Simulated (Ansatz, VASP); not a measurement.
# Al in VASP and in Ansatz

```
Al
1.0
     2.68479    0.00000    0.00000
     0.00000    2.68479    0.00000
     0.00000    0.00000    2.68479
Al
1
Direct
  0.00000 0.00000 0.00000
```

Change from the starting cell: functional lda, volume scaled by 0.96, PAW files.

Alike in both runs: task electric field gradients; functional LDA; k mesh 15 × 15 × 15; occupations fermi-dirac, width 0.05 eV; no spin polarisation.

|  | VASP | Ansatz |
| --- | --- | --- |
| version | VASP 6.6.1 | Ansatz 0.2.0 |
| potentials or method | VASP PAW LDA potentials, release 64 (Al) | PAW with Ansatz's default frozen-core files, scalar-relativistic |
| plane-wave cutoff (eV) | 400 | 420 |
| valence electrons in the cell | 3 | 3 |

```tsv
	VASP	Ansatz	Ansatz less VASP
pressure (GPa)	-0.1	-0.2	-0.05
```

LDA's correlation is that of Perdew and Zunger in VASP and of Perdew and Wang (1992) in Ansatz.
